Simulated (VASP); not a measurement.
# WS2 (R3m) in VASP: a series of runs, part 2 of 4

VASP 6.6.1. Earlier steps stand in the parts before.

## 3. Single point, PBEsol (biaxial strain in the a-b plane: +3.0 %)

File INCAR:

```
ALGO = Normal
EDIFF = 1E-7
ENCUT = 520
GGA = PS
ISIF = 2
ISMEAR = 0
LASPH = T
LCHARG = F
LREAL = F
LWAVE = F
NBANDS = 49
NELM = 80
PREC = Accurate
SIGMA = 0.02
```

File KPOINTS:

```
k-points
0
Gamma
  12 12 2
```

File POSCAR:

```
WS2
1.0
    3.2416969492      0.0000000000      0.0000000000
   -1.6208484746      2.8073919094      0.0000000000
    0.0000000000      0.0000000000     18.8101597636
W S
3 6
Direct
    0.6666666667      0.3333333333      0.3326615218
    0.3333333333      0.6666666667      0.6659948551
    0.0000000000      0.0000000000      0.9993281884
    0.3333333333      0.6666666667      0.2507873883
    0.6666666667      0.3333333333      0.0811844233
    0.0000000000      0.0000000000      0.5841207216
    0.3333333333      0.6666666667      0.4145177566
    0.6666666667      0.3333333333      0.9174540549
    0.0000000000      0.0000000000      0.7478510900
```

Potentials or basis: VASP PAW PBE potentials, release 64 (W_sv, S).

Run with:

```bash
$ cat potpaw_PBE.64/W_sv/POTCAR potpaw_PBE.64/S/POTCAR > POTCAR
$ mpirun -np 1 vasp_std > vasp.out
```

OUTCAR:

```text
EDIFF = 1E-7
   ENCUT = 520
   GGA = PS
   ISIF = 2
   ISMEAR = 0
   LASPH = T
   LREAL = F
   NELM = 80
   PREC = Accurate

 ion  position               nearest neighbor table
   1  0.667  0.333  0.333-   7 2.42   7 2.42   7 2.42   4 2.42   4 2.42   4 2.42
   2  0.333  0.667  0.666-   9 2.42   9 2.42   9 2.42   6 2.42   6 2.42   6 2.42
   3  0.000  0.000  0.999-   5 2.42   5 2.42   5 2.42   8 2.42   8 2.42   8 2.42
   4  0.333  0.667  0.251-   1 2.42   1 2.42   1 2.42
   5  0.667  0.333  0.081-   3 2.42   3 2.42   3 2.42
   6  0.000  0.000  0.584-   2 2.42   2 2.42   2 2.42
   7  0.333  0.667  0.415-   1 2.42   1 2.42   1 2.42
   8  0.667  0.333  0.917-   3 2.42   3 2.42   3 2.42
   9  0.000  0.000  0.748-   2 2.42   2 2.42   2 2.42

  LATTYP: Found a hexagonal cell.
 ALAT       =     3.2416969492
 C/A-ratio  =     5.8025657729

  Lattice vectors:

 A1 = (   3.2416969492,   0.0000000000,   0.0000000000)
 A2 = (  -1.6208484746,   2.8073919094,   0.0000000000)
 A3 = (   0.0000000000,   0.0000000000,  18.8101597636)

Analysis of symmetry for initial positions (statically):
=====================================================================
 Subroutine PRICEL returns following result:

  LATTYP: Found a trigonal (rhomboedric) cell.
 ALAT       =     6.5434267915
 COS(alpha) =     0.8772831121

  Lattice vectors:

 A1 = (   1.6208484744,  -0.9357973030,  -6.2700532539)
 A2 = (  -1.6208484743,  -0.9357973033,  -6.2700532558)
 A3 = (  -0.0000000002,   1.8715946064,  -6.2700532539)

   3 primitive cells build up your supercell.

 Routine SETGRP: Setting up the symmetry group for a
 hexagonal supercell.

 Subroutine GETGRP returns: Found  6 space group operations
 (whereof  6 operations were pure point group operations)
 out of a pool of 24 trial point group operations.

The static configuration has the point symmetry C_3v.

Analysis of symmetry for dynamics (positions and initial velocities):
=====================================================================
 Subroutine PRICEL returns following result:

  LATTYP: Found a trigonal (rhomboedric) cell.
 ALAT       =     6.5434267915
 COS(alpha) =     0.8772831121

  Lattice vectors:

 A1 = (   1.6208484744,  -0.9357973030,  -6.2700532539)
 A2 = (  -1.6208484743,  -0.9357973033,  -6.2700532558)
 A3 = (  -0.0000000002,   1.8715946064,  -6.2700532539)

   3 primitive cells build up your supercell.

 Routine SETGRP: Setting up the symmetry group for a
 hexagonal supercell.

 Subroutine GETGRP returns: Found  6 space group operations
 (whereof  6 operations were pure point group operations)
 out of a pool of 24 trial point group operations.

The dynamic configuration has the point symmetry C_3v.

 Subroutine INISYM returns: Found  6 space group operations
 (whereof  6 operations are pure point group operations),
 and found     3 'primitive' translations

----------------------------------------------------------------------------------------

                                     Primitive cell

[... 50 lines left out ...]
  0.083333  0.000000  0.000000      6.000000
  0.166667 -0.000000  0.000000      6.000000
  0.250000  0.000000  0.000000      6.000000
  0.333333  0.000000  0.000000      6.000000
  0.416667  0.000000  0.000000      6.000000
[... 16 lines left out ...]
  0.250000  0.000000  0.500000      6.000000
  0.333333  0.000000  0.500000      6.000000
 [... further k-points ...]
   k-points           NKPTS =     38   k-points in BZ     NKDIM =     38   number of bands    NBANDS=     49
   number of dos      NEDOS =    301   number of ions     NIONS =      9
   total plane-waves  NPLWV =  80640
   dimension x,y,z NGX =    24 NGY =   24 NGZ =  140
   dimension x,y,z NGXF=    48 NGYF=   48 NGZF=  280
   ions per type =               3   6
   NGX,Y,Z   is equivalent  to a cutoff of  12.31, 12.31, 12.37 a.u.
   NGXF,Y,Z  is equivalent  to a cutoff of  24.62, 24.62, 24.75 a.u.
 SYSTEM =  unknown system
   PREC   = accura    normal or accurate (medium, high low for compatibility)
   ISTART =      0    job   : 0-new  1-cont  2-samecut
   ICHARG =      2    charge: 1-file 2-atom 10-const
   ISPIN  =      1    spin polarized calculation?
   LNONCOLLINEAR =      F non collinear calculations
   LSORBIT =      F    spin-orbit coupling
   LASPH  =      T    aspherical Exc in radial PAW
   ENCUT  =  520.0 eV  38.22 Ry    6.18 a.u.   6.03  6.03 34.97*2*pi/ulx,y,z
   NELM   =     80;   NELMIN=  2; NELMDL= -5     # of ELM steps
   EDIFF  = 0.1E-06   stopping-criterion for ELM
   LREAL  =      F    real-space projection
   EDIFFG = 0.1E-05   stopping-criterion for IOM
   NSW    =      0    number of steps for IOM
   IBRION =     -1    ionic relax: 0-MD 1-quasi-New 2-CG
   NFREE  =      0    steps in history (QN), initial steepest desc. (CG)
   ISIF   =      2    stress and relaxation
   ISYM   =      2    0-nonsym 1-usesym 2-fastsym
   POTIM  = 0.5000    time-step for ionic-motion
   TEBEG  =    0.0;   TEEND  =   0.0 temperature during run
   PSTRESS=    0.0 pullay stress
   NELECT =      78.0000    total number of electrons
   NUPDOWN=      -1.0000    fix difference up-down
   EMIN   =  10.00;   EMAX   =-10.00  energy-range for DOS
   EFERMI =   0.00;   METHOD = LEGACY
   ISMEAR =     0;   SIGMA  =   0.02  broadening in eV -4-tet -1-fermi 0-gaus
   EFERMI_NEDOS =   21; number of points for ismear=-14 and -15
   IALGO  =     38    algorithm
   IMIX   =      4    mixing-type and parameters
     AMIX     =   0.40;   BMIX     =  1.00
     AMIX_MAG =   1.60;   BMIX_MAG =  1.00
  volume/ion in A,a.u.               =      19.02       128.36
  Fermi-wavevector in a.u.,A,eV,Ry     =   1.259748  2.380579 21.591974  1.586965
  Thomas-Fermi vector in A             =   2.393292
   LORBIT       =      0    0 simple, 1 ext, 2 COOP (PROOUT), +10 PAW based schemes
   GGA     = PS    functional components
   LHFCALC =     F    Hartree Fock is set to
   AEXX    =    0.0000 exact exchange contribution
   IVDW    =     0    specifies the selected vdW correction
   LEPSILON=     F    determine dielectric tensor
   LRPA    =     F    only Hartree local field effects (RPA)
 non-spin polarized calculation
 Gauss-broadening in eV      SIGMA  =   0.02
  energy-cutoff  :      520.00
  volume of cell :      171.19
 maximum number of plane-waves:      4686
   NGX = 13   NGY = 13   NGZ = 69

 number of electron      78.0000015 magnetization

 Free energy of the ion-electron system (eV)
  ---------------------------------------------------
  ext. energy  EPLUGINS =         0.00000000
  ---------------------------------------------------
  free energy    TOTEN  =       -75.57394336 eV

  energy without entropy =      -75.57394336  energy(sigma->0) =      -75.57394336

 E-fermi :   6.7532     XC(G=0): -10.7096

 val. band max:        6.6736537237   @ k =   0.0000   0.0000   0.5000
 cond. band min:       7.4284223960   @ k =   0.3333   0.3333   0.5000
 fundamental gap:      0.7547686723
 Fermi energy:         6.7532428819

 k-point     1 :       0.0000    0.0000    0.0000
  band No.  band energies     occupation
      1     -68.1209      2.00000
      2     -68.1209      2.00000
      3     -68.1208      2.00000
      4     -32.3253      2.00000
      5     -32.3253      2.00000
      6     -32.3253      2.00000
[... 1237 lines left out ...]
     48       9.6906      0.00000
     49      10.1897      0.00000

 [... further k-points ...]

------------------------ aborting loop because EDIFF is reached ----------------------------------------

  FORCE on cell =-STRESS in cart. coord.  units (eV):
  Direction    XX          YY          ZZ          XY          YZ          ZX
  --------------------------------------------------------------------------------------
  -------------------------------------------------------------------------------------
  Total       -8.7124073     -8.7124073     -1.0533320      0.0000000      0.0000000     -0.0000000
  in kB      -81.5418971    -81.5418971     -9.8584339      0.0000000      0.0000000     -0.0000000
  external PRESSURE =     -57.6474094 kB  Pullay stress =       0.0000000 kB

 VOLUME and BASIS-vectors are now :
 -----------------------------------------------------------------------------
  energy-cutoff  :      520.00
  volume of cell :      171.19
      direct lattice vectors                 reciprocal lattice vectors
     3.241696949  0.000000000  0.000000000     0.308480409  0.178101247  0.000000000
    -1.620848475  2.807391909  0.000000000     0.000000000  0.356202494  0.000000000
     0.000000000  0.000000000 18.810159764     0.000000000  0.000000000  0.053162760

 POSITION                                       TOTAL-FORCE (eV/Angst)
 -----------------------------------------------------------------------------------
      1.62085      0.93580      6.25742        -0.000000     -0.000000     -0.000393
     -0.00000      1.87159     12.52747        -0.000000     -0.000000     -0.000393
      0.00000      0.00000     18.79752        -0.000000     -0.000000     -0.000393
     -0.00000      1.87159      4.71735        -0.000000      0.000000      0.103293
      1.62085      0.93580      1.52709         0.000000      0.000000     -0.102900
      0.00000      0.00000     10.98740        -0.000000      0.000000      0.103293
     -0.00000      1.87159      7.79715         0.000000     -0.000000     -0.102900
      1.62085      0.93580     17.25746        -0.000000      0.000000      0.103293
      0.00000      0.00000     14.06720         0.000000     -0.000000     -0.102900
 -----------------------------------------------------------------------------------
    total drift:                                0.000000     -0.000000     -0.000332

  FREE ENERGIE OF THE ION-ELECTRON SYSTEM (eV)
  ---------------------------------------------------
  free  energy   TOTEN  =       -75.5739433647 eV

  energy  without entropy=      -75.5739433647  energy(sigma->0) =      -75.57394336
```

Run time: 11 min. Hardware: 1 thread of Intel Xeon 8259CL, shared host; peak memory 0.41 GiB.

What came out:

```
Free energy            : -75.5739 eV
Pressure               : -5.8 GPa
Largest force          : 0.103 eV/Å
Band gap on the k mesh : 0.75 eV
```

Forces on the atoms (eV/Å):
```
W    0.000  0.000  0.000
W    0.000  0.000  0.000
W    0.000  0.000  0.000
S    0.000  0.000  0.103
S    0.000  0.000 -0.103
S    0.000  0.000  0.103
S    0.000  0.000 -0.103
S    0.000  0.000  0.103
S    0.000  0.000 -0.103
```

Levels at points of the mesh, in eV from the valence-band top:
| k point | band 35 | band 36 | band 37 | band 38 | band 39 | band 40 | band 41 | band 42 | band 43 | band 44 |
| --- | --- | --- | --- | --- | --- | --- | --- | --- | --- | --- |
| (0.00, 0.00, 0.00) | -2.54 | -1.54 | -0.98 | -0.12 | -0.12 | 1.95 | 1.95 | 2.00 | 2.00 | 2.00 |
| (0.50, 0.00, 0.00) | -2.17 | -2.17 | -1.67 | -1.67 | -1.60 | 1.80 | 1.83 | 1.83 | 2.28 | 2.28 |
| (0.00, 0.00, 0.50) | -2.24 | -2.24 | -0.50 | -0.50 | 0.00 | 1.96 | 1.96 | 1.96 | 1.96 | 2.02 |
| (0.50, 0.00, 0.50) | -2.24 | -2.14 | -1.71 | -1.62 | -1.62 | 1.81 | 1.81 | 1.84 | 2.25 | 2.30 |

Caveat: the cell differs from its parent crystal (biaxial strain in the a-b plane: +3.0 %); the cell stands under tension; the PAW data sets were made with another functional, which shifts forces and pressure a little; spin-orbit coupling is left out, which moves the levels of the heavy elements; this functional lacks dispersion, which binds the layers, so the pressure and a relaxed spacing across them are unreliable.

(Part 2 of 4 ends here.)
